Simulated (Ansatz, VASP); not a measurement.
**TaN in VASP and in Ansatz**

```
Ta N
1.0
     0.00000    2.28540    2.05354
     2.28540    0.00000    2.05354
     2.28540    2.28540    0.00000
Ta N
1 1
Direct
  0.49842 0.50158 0.50158
  0.02045 0.97955 0.97955
```

Change from the starting cell: mode 4 frozen in at -0.090 Å, strain +e along z and -e/2 along x and y -0.0700.

Alike in both runs: task single point; functional PBE; k mesh 18 × 18 × 18; occupations gaussian, width 0.15 eV; no spin polarisation.

|  | VASP | Ansatz |
| --- | --- | --- |
| version | VASP 6.6.1 | Ansatz 0.2.0 |
| potentials or method | VASP PAW PBE potentials, release 64 (Ta_pv, N), cutoff 520 eV | scalar-relativistic, plane waves, PAW |
| valence electrons in the cell | 16 | 18 |

```csv
,VASP,Ansatz,Ansatz less VASP
gap on the k mesh at the Fermi level (eV),none,none,-
pressure (GPa),13.4,12.3,-1.10
"traceless stress, the component that is largest in VASP (GPa)",45.26,44.73,-0.526
rms of the force components (eV/Å),0.152,0.155,+0.0027
```

Atom by atom the forces differ by 0.003 eV/Å (rms over components). A gap of «none» marks a metal or a gap that the smearing closes. VASP's potentials hold 16 valence electrons a cell and Ansatz's 18, so a difference there can come from the potentials and not from the codes.

Neither program's run includes spin-orbit coupling.
